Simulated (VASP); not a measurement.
Write the native input for VASP 6.6.1 that does the following.

```
Task                   : single point
Functional             : PBEsol
Potentials or basis    : VASP PAW PBE potentials, release 64 (Ru_pv)
Cutoff                 : 520 eV
k mesh                 : 21 × 21 × 12
Occupations            : gaussian, width 0.15 eV
Spin                   : no spin polarisation
Dipole correction      : no
Further INCAR settings : ALGO = Fast; EDIFF = 1e-06; NBANDS = 21
```

The structure of Ru lies in POSCAR:

```
Ru
1.0
    2.7744183409      0.0000000000      0.0000000000
   -1.3872091704      2.4027167640      0.0000000000
    0.0000000000      0.0000000000      4.3164400548
Ru
2
Direct
    0.3333333333      0.6666666667      0.2500000000
    0.6666666667      0.3333333333      0.7500000000
```

This cell differs from its parent crystal: volume 14.387 Å^3 an atom, c/a of the conventional cell 1.5558.

The input as run:

INCAR

```
SYSTEM = Ru
  PREC = Accurate
  ENCUT = 520
  EDIFF = 1E-6
  ISMEAR = 0
  SIGMA = 0.15
  LREAL = .FALSE.
  LASPH = .TRUE.
  NELM = 100
  ALGO = Fast
  ISIF = 2
  LWAVE = .FALSE.
  LCHARG = .FALSE.
  GGA = PS
  NBANDS = 21
```

KPOINTS

```
Automatic mesh
0
G
  21 21 12
  0 0 0
```

Potentials or basis: VASP PAW PBE potentials, release 64 (Ru_pv).

Run with:

```console
$ cat potpaw_PBE.64/Ru_pv/POTCAR > POTCAR
$ mpirun -np 1 vasp_std > vasp.out
```

Results of the run:

| Property | Result |
| --- | --- |
| Pressure | -22.1 GPa |
| Band gap on the k mesh | zero (band 14 reaches 13.03 eV, above the bottom of band 15 at 10.10 eV) |

Caveat: the PAW data sets were made with another functional, which shifts forces and pressure a little.

Wall time 70 s on 1 thread of Intel(R) Xeon(R) Platinum 8559C (Emerald Rapids), with other jobs on the host, peak memory 0.26 GiB.
